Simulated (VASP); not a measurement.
The system is Mg2GeN3.

```
Mg Ge N
1.0
     5.20500   -2.99000    0.00000
     5.20500    2.99000    0.00000
     0.00000    0.00000    5.17000
Mg Ge N
4 2 6
Direct
  0.17200 0.48200 0.00000
  0.82800 0.51800 0.50000
  0.48200 0.17200 0.50000
  0.51800 0.82800 0.00000
  0.83000 0.17000 0.99400
  0.17000 0.83000 0.49400
  0.83700 0.45300 0.91100
  0.54700 0.16300 0.91100
  0.88600 0.11400 0.34500
  0.45300 0.83700 0.41100
  0.16300 0.54700 0.41100
  0.11400 0.88600 0.84500
```

* Program: VASP 6.6.1
* Task: relaxation of cell and atoms
* Functional: PBE
* Potentials or basis: VASP PAW PBE potentials, release 64 (Mg, Ge_d, N)
* Cutoff: 600 eV
* k mesh: 3 × 3 × 3
* Occupations: gaussian, width 0.2 eV
* Spin: no spin polarisation

At the start: pressure -1.0 GPa; volume 13.41 Å³/atom.

Where does the relaxation end?

Over 12 steps the energy falls by 107.2 meV/atom and the volume is 12.54 Å³/atom (-6.5 %); space group Cmc2_1 (No. 36, to 0.05 Å).

Step by step:
```csv
step,energy change (eV),largest force (eV/Å),pressure (GPa),volume (Å³)
1,0.0000,2.5943,-0.99,160.92
2,-0.7098,1.4210,-4.49,158.99
3,-0.7361,1.5076,-4.25,159.34
4,-1.1657,0.4990,0.01,150.88
5,-1.1659,0.5002,0.13,150.69
6,-1.2333,0.3361,0.43,150.51
7,-1.2411,0.4495,0.64,150.42
8,-1.2627,0.2731,-0.55,151.48
9,-1.2642,0.1817,-0.32,151.26
10,-1.2746,0.1159,-0.14,150.95
11,-1.2787,0.1685,0.08,150.59
12,-1.2860,0.0710,-0.03,150.49
```

Final structure:
```
CELL_PARAMETERS angstrom
5.07860 -2.93757 0.00000
5.07860 2.93757 0.00000
0.00000 0.00000 5.04378
ATOMIC_POSITIONS crystal
Mg 0.16825 0.50202 0.98399
Mg 0.83175 0.49798 0.48399
Mg 0.50202 0.16825 0.48399
Mg 0.49798 0.83175 0.98399
Ge 0.83795 0.16205 0.99852
Ge 0.16205 0.83795 0.49852
N 0.83554 0.47081 0.91056
N 0.52919 0.16446 0.91056
N 0.86120 0.13880 0.37339
N 0.47081 0.83554 0.41056
N 0.16446 0.52919 0.41056
N 0.13880 0.86120 0.87339
```

Caveat: the k points lie up to 0.42 Å⁻¹ apart in the final cell; the relaxation stopped at a loose force limit of 0.08 eV/Å, so its end isn't a converged minimum.
